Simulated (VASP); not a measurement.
# Tl (P6_3/mmc) in VASP: a series of runs

The runs below take Tl through single point, with LDA, PBE, r2SCAN.

Program: VASP 6.6.1. These are calculated values, not measurements. Logs are shortened: lines on timing, memory, paths and dates and some standing lists are left out, and cuts for length are marked.

**1. The cell of the first run**

The structure is hexagonal, space group P6_3/mmc (No. 194). Conventional cell: a = 3.501 Å, b = 3.501 Å, c = 5.598 Å, α = 90.00°, β = 90.00°, γ = 120.00°. Within 4.5 Å of Tl (site symmetry -6m2) lie 12 Tl at 3.45 to 3.50 Å.

**2. Single point, LDA**

Contents of INCAR:

```
PREC = Accurate
ENCUT = 520
EDIFF = 1E-6
ISMEAR = -1
SIGMA = 0.05
LREAL = F
LASPH = T
NELM = 60
ALGO = Fast
ISIF = 2
LWAVE = F
LCHARG = T
GGA = CA
LELF = T
LVHAR = T
NBANDS = 20
```

Contents of KPOINTS:

```
Automatic mesh
0
Gamma
  9 9 5
```

Contents of POSCAR:

```
Tl
1.0
    3.5014788996      0.0000000000      0.0000000000
   -1.7507394498      3.0323696779      0.0000000000
    0.0000000000      0.0000000000      5.5977057061
Tl
2
Direct
    0.6666666667      0.3333333333      0.7500000000
    0.3333333333      0.6666666667      0.2500000000
```

Potentials or basis: VASP PAW LDA potentials, release 64 (Tl_d).

Started as:

```bash
$ cat potpaw_LDA.64/Tl_d/POTCAR > POTCAR
$ mpirun -np 1 vasp_std > vasp.out
```

OUTCAR:

```text
PREC = Accurate
   ENCUT = 520
   EDIFF = 1E-6
   ISMEAR = -1
   LREAL = F
   LASPH = T
   NELM = 60
   ISIF = 2
   GGA = CA

 ion  position               nearest neighbor table
   1  0.667  0.333  0.750-   2 3.45   2 3.45   2 3.45   2 3.45   2 3.45   2 3.45
   2  0.333  0.667  0.250-   1 3.45   1 3.45   1 3.45   1 3.45   1 3.45   1 3.45

  LATTYP: Found a hexagonal cell.
 ALAT       =     3.5014788996
 C/A-ratio  =     1.5986689815

  Lattice vectors:

 A1 = (   3.5014788996,   0.0000000000,   0.0000000000)
 A2 = (  -1.7507394498,   3.0323696779,   0.0000000000)
 A3 = (   0.0000000000,   0.0000000000,   5.5977057061)

Analysis of symmetry for initial positions (statically):
=====================================================================
 Subroutine PRICEL returns:
 Original cell was already a primitive cell.

 Routine SETGRP: Setting up the symmetry group for a
 hexagonal supercell.

 Subroutine GETGRP returns: Found 24 space group operations
 (whereof 12 operations were pure point group operations)
 out of a pool of 24 trial point group operations.

The static configuration has the point symmetry D_3d.
 The point group associated with its full space group is D_6h.

Analysis of symmetry for dynamics (positions and initial velocities):
=====================================================================
 Subroutine PRICEL returns:
 Original cell was already a primitive cell.

 Routine SETGRP: Setting up the symmetry group for a
 hexagonal supercell.

 Subroutine GETGRP returns: Found 24 space group operations
 (whereof 12 operations were pure point group operations)
 out of a pool of 24 trial point group operations.

The dynamic configuration has the point symmetry D_3d.
 The point group associated with its full space group is D_6h.

 Subroutine INISYM returns: Found 24 space group operations
 (whereof 12 operations are pure point group operations),
 and found     1 'primitive' translations

----------------------------------------------------------------------------------------

                                     Primitive cell

  volume of cell :      59.4352

  direct lattice vectors                    reciprocal lattice vectors
     3.501478900  0.000000000  0.000000000     0.285593610  0.164887548  0.000000000
    -1.750739450  3.032369678  0.000000000     0.000000000  0.329775095  0.000000000
     0.000000000  0.000000000  5.597705706     0.000000000  0.000000000  0.178644618

  length of vectors
     3.501478900  3.501478900  5.597705706     0.329775095  0.329775095  0.178644618

  position of ions in fractional coordinates (direct lattice)
     0.666666667  0.333333333  0.750000000
     0.333333333  0.666666667  0.250000000

  ion indices of the primitive-cell ions
   primitive index   ion index
                 1           1
                 2           2

----------------------------------------------------------------------------------------

 KPOINTS: Automatic mesh

Automatic generation of k-mesh.
 Grid dimensions read from file:
 generate k-points for:    9    9    5

 Generating k-lattice:

  Cartesian coordinates                     Fractional coordinates (reciprocal lattice)
     0.031732623  0.018320839  0.000000000     0.111111111 -0.000000000  0.000000000
     0.000000000  0.036641677  0.000000000     0.000000000  0.111111111  0.000000000
     0.000000000  0.000000000  0.035728924     0.000000000  0.000000000  0.200000000

  Length of vectors
     0.036641677  0.036641677  0.035728924

  Shift w.r.t. Gamma in fractional coordinates (k-lattice)
     0.000000000  0.000000000  0.000000000

 Subroutine IBZKPT returns following result:
 ===========================================

 Found     36 irreducible k-points:

 Following reciprocal coordinates:
            Coordinates               Weight
  0.000000  0.000000  0.000000      1.000000
  0.111111 -0.000000  0.000000      6.000000
  0.222222 -0.000000  0.000000      6.000000
  0.333333  0.000000  0.000000      6.000000
  0.444444 -0.000000  0.000000      6.000000
  0.111111  0.111111  0.000000      6.000000
[... 16 lines left out ...]
  0.333333  0.222222  0.200000     24.000000
  0.333333  0.333333  0.200000      4.000000
 [... further k-points ...]
   k-points           NKPTS =     36   k-points in BZ     NKDIM =     36   number of bands    NBANDS=     20
   number of dos      NEDOS =    301   number of ions     NIONS =      2
   total plane-waves  NPLWV =  32928
   dimension x,y,z NGX =    28 NGY =   28 NGZ =   42
   dimension x,y,z NGXF=    56 NGYF=   56 NGZF=   84
   ions per type =               2
   NGX,Y,Z   is equivalent  to a cutoff of  13.29, 13.29, 12.47 a.u.
   NGXF,Y,Z  is equivalent  to a cutoff of  26.59, 26.59, 24.95 a.u.
 SYSTEM =  unknown system
   PREC   = accura    normal or accurate (medium, high low for compatibility)
   ISTART =      0    job   : 0-new  1-cont  2-samecut
   ICHARG =      2    charge: 1-file 2-atom 10-const
   ISPIN  =      1    spin polarized calculation?
   LNONCOLLINEAR =      F non collinear calculations
   LSORBIT =      F    spin-orbit coupling
   LASPH  =      T    aspherical Exc in radial PAW
   ENCUT  =  520.0 eV  38.22 Ry    6.18 a.u.   6.51  6.51 10.41*2*pi/ulx,y,z
   NELM   =     60;   NELMIN=  2; NELMDL= -5     # of ELM steps
   EDIFF  = 0.1E-05   stopping-criterion for ELM
   LREAL  =      F    real-space projection
   EDIFFG = 0.1E-04   stopping-criterion for IOM
   NSW    =      0    number of steps for IOM
   IBRION =     -1    ionic relax: 0-MD 1-quasi-New 2-CG
   NFREE  =      0    steps in history (QN), initial steepest desc. (CG)
   ISIF   =      2    stress and relaxation
   ISYM   =      2    0-nonsym 1-usesym 2-fastsym
   POTIM  = 0.5000    time-step for ionic-motion
   TEBEG  =    0.0;   TEEND  =   0.0 temperature during run
   PSTRESS=    0.0 pullay stress
   NELECT =      26.0000    total number of electrons
   NUPDOWN=      -1.0000    fix difference up-down
   EMIN   =  10.00;   EMAX   =-10.00  energy-range for DOS
   EFERMI =   0.00;   METHOD = LEGACY
   ISMEAR =    -1;   SIGMA  =   0.05  broadening in eV -4-tet -1-fermi 0-gaus
   EFERMI_NEDOS =   21; number of points for ismear=-14 and -15
   IALGO  =     68    algorithm
   IMIX   =      4    mixing-type and parameters
     AMIX     =   0.40;   BMIX     =  1.00
     AMIX_MAG =   1.60;   BMIX_MAG =  1.00
  volume/ion in A,a.u.               =      29.72       200.54
  Fermi-wavevector in a.u.,A,eV,Ry     =   1.242753  2.348462 21.013303  1.544434
  Thomas-Fermi vector in A             =   2.377093
   LORBIT       =      0    0 simple, 1 ext, 2 COOP (PROOUT), +10 PAW based schemes
   GGA     = CA    functional components
   LHFCALC =     F    Hartree Fock is set to
   AEXX    =    0.0000 exact exchange contribution
   IVDW    =     0    specifies the selected vdW correction
   LEPSILON=     F    determine dielectric tensor
   LRPA    =     F    only Hartree local field effects (RPA)
 non-spin polarized calculation
 RMM-DIIS sequential band-by-band and
  energy-cutoff  :      520.00
  volume of cell :       59.44
 maximum number of plane-waves:      1641
 NGX is ok and might be reduce to    28
   NGX = 13   NGY = 13   NGZ = 21

 number of electron      26.0000001 magnetization

 Free energy of the ion-electron system (eV)
  ---------------------------------------------------
  ext. energy  EPLUGINS =         0.00000000
  ---------------------------------------------------
  free energy    TOTEN  =        -5.80832655 eV

  energy without entropy =       -5.79393241  energy(sigma->0) =       -5.80112948

 E-fermi :   5.8395     XC(G=0): -10.3148

 val. band max:        5.8165402826   @ k =   0.3333   0.0000   0.4000
 cond. band min:       5.8703695575   @ k =   0.2222   0.1111   0.2000
 fundamental gap:      0.0538292749
 Fermi energy:         5.8394630354

 k-point     1 :       0.0000    0.0000    0.0000
  band No.  band energies     occupation
      1      -5.7870      2.00000
      2      -5.5868      2.00000
      3      -5.5712      2.00000
      4      -5.5712      2.00000
      5      -5.5229      2.00000
      6      -5.5229      2.00000
[... 12 lines left out ...]
     19      16.3973      0.00000
     20      16.5280      0.00000

 k-point     2 :       0.1111   -0.0000    0.0000
  band No.  band energies     occupation
      1      -5.7552      2.00000
      2      -5.6230      2.00000
      3      -5.5328      2.00000
      4      -5.5234      2.00000
      5      -5.5121      2.00000
      6      -5.4900      2.00000
[... 12 lines left out ...]
     19      16.3443      0.00000
     20      17.5040      0.00000

 k-point     3 :       0.2222   -0.0000    0.0000
  band No.  band energies     occupation
      1      -5.7734      2.00000
      2      -5.6106      2.00000
      3      -5.5706      2.00000
      4      -5.5328      2.00000
      5      -5.5312      2.00000
      6      -5.4103      2.00000
[... 12 lines left out ...]
     19      15.3819      0.00000
     20      17.0052      0.00000

 k-point     4 :       0.3333    0.0000    0.0000
  band No.  band energies     occupation
      1      -5.8482      2.00000
      2      -5.6773      2.00000
      3      -5.6480      2.00000
      4      -5.5828      2.00000
      5      -5.4551      2.00000
      6      -5.3636      2.00000
[... 12 lines left out ...]
     19      14.4405      0.00000
     20      16.1060      0.00000

 k-point     5 :       0.4444   -0.0000    0.0000
  band No.  band energies     occupation
      1      -5.8988      2.00000
      2      -5.7512      2.00000
      3      -5.6858      2.00000
      4      -5.6133      2.00000
      5      -5.4034      2.00000
      6      -5.4032      2.00000
[... 12 lines left out ...]
     19      13.9660      0.00000
     20      15.6439      0.00000

 k-point     6 :       0.1111    0.1111    0.0000
  band No.  band energies     occupation
      1      -5.7179      2.00000
      2      -5.6620      2.00000
      3      -5.5393      2.00000
      4      -5.5245      2.00000
      5      -5.5131      2.00000
      6      -5.4717      2.00000
[... 12 lines left out ...]
     19      16.3039      0.00000
     20      16.7493      0.00000

 k-point     7 :       0.2222    0.1111    0.0000
  band No.  band energies     occupation
      1      -5.7615      2.00000
      2      -5.6407      2.00000
      3      -5.6359      2.00000
      4      -5.5660      2.00000
      5      -5.4905      2.00000
      6      -5.3760      2.00000
[... 12 lines left out ...]
     19      15.4201      0.00000
     20      15.9723      0.00000
[... 277 lines left out ...]
 k-point    20 :       0.3333    0.1111    0.2000
  band No.  band energies     occupation
      1      -5.8076      2.00000
      2      -5.7588      2.00000
      3      -5.6172      2.00000
      4      -5.5932      2.00000
      5      -5.5004      2.00000
      6      -5.3675      2.00000
[... 12 lines left out ...]
     19      15.5329      0.00000
     20      15.7211      0.00000

 k-point    21 :       0.4444    0.1111    0.2000
  band No.  band energies     occupation
      1      -5.8250      2.00000
      2      -5.8009      2.00000
      3      -5.6224      2.00000
      4      -5.5925      2.00000
      5      -5.5355      2.00000
      6      -5.3276      2.00000
[... 12 lines left out ...]
     19      15.3480      0.00000
     20      15.5490      0.00000

 k-point    22 :       0.2222    0.2222    0.2000
  band No.  band energies     occupation
      1      -5.7375      2.00000
      2      -5.6763      2.00000
      3      -5.6260      2.00000
      4      -5.6202      2.00000
      5      -5.4555      2.00000
      6      -5.3966      2.00000
[... 12 lines left out ...]
     19      14.9144      0.00000
     20      17.9310      0.00000

 k-point    23 :       0.3333    0.2222    0.2000
  band No.  band energies     occupation
      1      -5.7662      2.00000
      2      -5.6988      2.00000
      3      -5.6382      2.00000
      4      -5.5558      2.00000
      5      -5.4904      2.00000
      6      -5.3564      2.00000
[... 12 lines left out ...]
     19      14.1761      0.00000
     20      18.3853      0.00000

 k-point    24 :       0.3333    0.3333    0.2000
  band No.  band energies     occupation
      1      -5.7587      2.00000
      2      -5.6514      2.00000
      3      -5.6514      2.00000
      4      -5.4518      2.00000
      5      -5.4518      2.00000
      6      -5.4517      2.00000
[... 12 lines left out ...]
     19      13.3936      0.00000
     20      20.6428      0.00000

 [... further k-points ...]

------------------------ aborting loop because EDIFF is reached ----------------------------------------

  FORCE on cell =-STRESS in cart. coord.  units (eV):
  Direction    XX          YY          ZZ          XY          YZ          ZX
  --------------------------------------------------------------------------------------
  -------------------------------------------------------------------------------------
  Total       -1.1160278     -1.1160278     -0.7883604      0.0000000      0.0000000     -0.0000000
  in kB      -30.0844354    -30.0844354    -21.2516001      0.0000000      0.0000000     -0.0000000
  external PRESSURE =     -27.1401570 kB  Pullay stress =       0.0000000 kB

 VOLUME and BASIS-vectors are now :
 -----------------------------------------------------------------------------
  energy-cutoff  :      520.00
  volume of cell :       59.44
      direct lattice vectors                 reciprocal lattice vectors
     3.501478900  0.000000000  0.000000000     0.285593610  0.164887548  0.000000000
    -1.750739450  3.032369678  0.000000000     0.000000000  0.329775095  0.000000000
     0.000000000  0.000000000  5.597705706     0.000000000  0.000000000  0.178644618

 POSITION                                       TOTAL-FORCE (eV/Angst)
 -----------------------------------------------------------------------------------
      1.75074      1.01079      4.19828        -0.000000     -0.000000      0.000000
     -0.00000      2.02158      1.39943         0.000000      0.000000      0.000000
 -----------------------------------------------------------------------------------
    total drift:                                0.000000     -0.000000      0.000000

  FREE ENERGIE OF THE ION-ELECTRON SYSTEM (eV)
  ---------------------------------------------------
  free  energy   TOTEN  =        -5.8083265494 eV

  energy  without entropy=       -5.7939324101  energy(sigma->0) =       -5.80112948
```

It took 13 s on 1 thread of Intel Xeon 6975P-C (Granite Rapids), shared host; peak memory 0.16 GiB.

What came out:

- Free energy: -5.8083 eV
- Pressure: -2.7 GPa
- Band gap on the k mesh: zero (bands 13 and 14 overlap by 3.48 eV)

Caveat: spin-orbit coupling is left out, which moves the levels of the heavy elements.

**3. Single point, PBE**

This run uses another cell than the first one, of 30.29 Å³/atom.

Contents of INCAR:

```
PREC = Accurate
ENCUT = 520
EDIFF = 1E-7
ISMEAR = -1
SIGMA = 0.05
LREAL = F
LASPH = T
NELM = 100
ALGO = Normal
ISIF = 2
LWAVE = F
LCHARG = F
GGA = PE
NBANDS = 20
```

Contents of KPOINTS:

```
regular mesh
0
Gamma
  9 9 5
```

Contents of POSCAR:

```
Tl
1.0
    3.5237819143      0.0000000000      0.0000000000
   -1.7618909571      3.0516846552      0.0000000000
    0.0000000000      0.0000000000      5.6333608439
Tl
2
Direct
    0.6666666667      0.3333333333      0.7500000000
    0.3333333333      0.6666666667      0.2500000000
```

Potentials or basis: VASP PAW PBE potentials, release 64 (Tl_d).

Started as:

```bash
$ cat potpaw_PBE.64/Tl_d/POTCAR > POTCAR
$ mpirun -np 1 vasp_std > vasp.out
```

It took 13 s on 1 thread of Intel Xeon 6975P-C (Granite Rapids), shared host; peak memory 0.18 GiB.

The run converged. Its results:

```yaml
Free_energy: -4.4318 eV
Pressure: 1.2 GPa
Band_gap_on_the_k_mesh: zero (bands 13 and 14 overlap by 3.39 eV)
```

Stress tensor (GPa, compression positive):
```
0.85 0.00 0.00
0.00 0.85 0.00
0.00 0.00 1.77
```

Levels at points of the mesh, in eV from the Fermi level:
```tsv
k point	band 11	band 12	band 13	band 14	band 15	band 16
(0.00, 0.00, 0.00)	-9.64	-5.11	-2.58	7.63	7.63	9.59
```

Caveat: spin-orbit coupling is left out, which moves the levels of the heavy elements.

**4. Single point, r2SCAN**

This run uses another cell than the first one, of 26.86 Å³/atom.

Contents of POSCAR:

```
Tl
1.0
    3.3854495917      0.0000000000      0.0000000000
   -1.6927247959      2.9318853497      0.0000000000
    0.0000000000      0.0000000000      5.4122132507
Tl
2
Direct
    0.6666666667      0.3333333333      0.7500000000
    0.3333333333      0.6666666667      0.2500000000
```

Contents of INCAR.step1:

```
ALGO = Normal
EDIFF = 1E-4
ENCUT = 520
GGA = PE
ISMEAR = -1
LASPH = True
LCHARG = False
LREAL = False
LWAVE = True
NBANDS = 20
NELM = 60
PREC = Accurate
SIGMA = 0.05
```

Contents of INCAR.step2:

```
ALGO = Normal
EDIFF = 1E-6
ENCUT = 520
ISIF = 2
ISMEAR = -1
ISTART = 1
LASPH = True
LCHARG = False
LMIXTAU = True
LREAL = False
LWAVE = False
METAGGA = R2SCAN
NBANDS = 20
NELM = 60
PREC = Accurate
SIGMA = 0.05
```

Contents of KPOINTS:

```
k-points
0
Gamma
  9 9 5
```

Started as:

```bash
$ cat potpaw_PBE.64/Tl_d/POTCAR > POTCAR
$ cp INCAR.step1 INCAR
$ mpirun -np 1 vasp_std > vasp.out
$ cp INCAR.step2 INCAR
$ mpirun -np 1 vasp_std > vasp.out
```

It took 54 s on 1 thread of Intel Xeon 6975P-C (Granite Rapids), shared host; peak memory 0.19 GiB.

The run converged. Its results:

| Property | Result |
| --- | --- |
| Free energy | -106.2395 eV |
| Pressure | 5.2 GPa |
| Band gap on the k mesh | zero (bands 13 and 14 overlap by 4.11 eV) |

Stress tensor (GPa, compression positive):
```
4.58 0.00 0.00
0.00 4.58 0.00
0.00 0.00 6.34
```

Levels at points of the mesh, in eV from the Fermi level:
```
           k point  band 10  band 11  band 12  band 13  band 14  band 15  band 16  band 17
(0.00, 0.00, 0.00)   -11.69   -10.93    -5.35    -3.19     8.66     8.66    10.96    10.96
```

Caveat: the cell stands under pressure; the PAW data sets were made with another functional, which shifts forces and pressure a little; spin-orbit coupling is left out, which moves the levels of the heavy elements.

**5. Summary**

| level | potentials or basis | cell | gap on the mesh (eV) | pressure (GPa) |
| --- | --- | --- | --- | --- |
| LDA | VASP PAW LDA potentials, release 64 (Tl_d) | a = 3.501, b = 3.501, c = 5.598 Å, angles 90.0, 90.0, 120.0°, 2 atoms | none | -2.7 |
| PBE | VASP PAW PBE potentials, release 64 (Tl_d) | a = 3.524, b = 3.524, c = 5.633 Å, angles 90.0, 90.0, 120.0°, 2 atoms | none | 1.2 |
| r2SCAN | VASP PAW PBE potentials, release 64 (Tl_d) | a = 3.385, b = 3.385, c = 5.412 Å, angles 90.0, 90.0, 120.0°, 2 atoms | none | 5.2 |

Alike in all rows: task single point; no spin polarisation; k mesh 9 × 9 × 5; cutoff (eV) 520; smearing fermi-dirac 0.05 eV.

Caveats: spin-orbit coupling is left out, which moves the levels of the heavy elements; the cell stands under pressure (at least some runs); the PAW data sets were made with another functional, which shifts forces and pressure a little (at least some runs).

Absolute energies hang on the potentials; compare differences alone.
